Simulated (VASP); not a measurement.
# SnO: single point with r2SCAN

Crystal: SnO.

```xyz
8
Lattice="2.6924 -2.6924 0.0000 2.6924 2.6924 0.0000 0.0000 0.0000 9.8814" Properties=species:S:1:pos:R:3 pbc="T T T"
Sn    2.6924   -1.3467    8.6082
Sn    2.6924    1.3467    1.3732
Sn    2.6924   -1.3457    3.6675
Sn    2.6924    1.3457    6.3138
O     1.3462    0.0005    2.4703
O     4.0386   -0.0005    7.4110
O     1.3462   -0.0005    7.4110
O     4.0386    0.0005    2.4703
```

This cell differs from its parent crystal: all Sn atoms moved +0.050 Å, as atom 1 along Cartesian [0 0 1].

* Program: VASP 6.6.1
* Task: single point
* Functional: r2SCAN
* Potentials or basis: VASP PAW PBE potentials, release 64 (Sn_d, O)
* Cutoff: 520 eV
* k mesh: 10 × 10 × 4
* Occupations: gaussian, width 0.03 eV
* Spin: no spin polarisation

| Item | Value |
| --- | --- |
| Pressure | 0.6 GPa |
| Largest force | 0.561 eV/Å |
| Band gap on the k mesh | 0.37 eV |

Forces in eV/Å, atoms in the order of the input:
```
Sn   0.000  0.000 -0.223
Sn   0.000  0.000 -0.561
Sn   0.000  0.000 -0.223
Sn   0.000  0.000 -0.561
O    0.000  0.000  0.392
O    0.000  0.000  0.392
O    0.000  0.000  0.392
O    0.000  0.000  0.392
```

Stress tensor (GPa, compression positive):
```
0.70 0.00 0.00
0.00 0.70 0.00
0.00 0.00 0.47
```

Levels at points of the mesh, in eV from the valence-band top:
| k point | band 36 | band 37 | band 38 | band 39 | band 40 | band 41 | band 42 | band 43 | band 44 | band 45 |
| --- | --- | --- | --- | --- | --- | --- | --- | --- | --- | --- |
| (0.00, 0.00, 0.00) | -3.56 | -3.56 | -3.24 | -2.49 | 0.00 | 1.97 | 2.34 | 3.30 | 3.30 | 3.90 |
| (0.50, 0.00, 0.00) | -5.12 | -2.95 | -2.78 | -2.10 | -1.82 | 2.60 | 2.80 | 3.30 | 3.43 | 5.61 |
| (0.50, 0.50, 0.00) | -2.83 | -2.83 | -2.61 | -2.22 | -1.91 | 0.37 | 0.37 | 2.55 | 2.55 | 4.23 |
| (0.00, 0.00, 0.50) | -3.57 | -3.57 | -3.57 | -0.75 | -0.75 | 1.94 | 1.94 | 3.87 | 3.87 | 3.87 |
| (0.50, 0.00, 0.50) | -5.14 | -2.50 | -2.50 | -2.28 | -2.28 | 2.94 | 2.94 | 3.10 | 3.10 | 5.82 |
| (0.50, 0.50, 0.50) | -2.83 | -2.59 | -2.59 | -2.28 | -2.28 | 1.18 | 1.18 | 1.18 | 1.18 | 5.29 |

Run time: 46 min on 1 thread of Oxide Virtual Turin-like Processor (shared host), peak memory 0.55 GiB.

Caveat: the cell differs from its parent crystal (all Sn atoms moved +0.050 Å, as atom 1 along Cartesian [0 0 1]); the PAW data sets were made with another functional, which shifts forces and pressure a little; spin-orbit coupling is left out, which moves the levels of the heavy elements. A k mesh can miss the band edges.
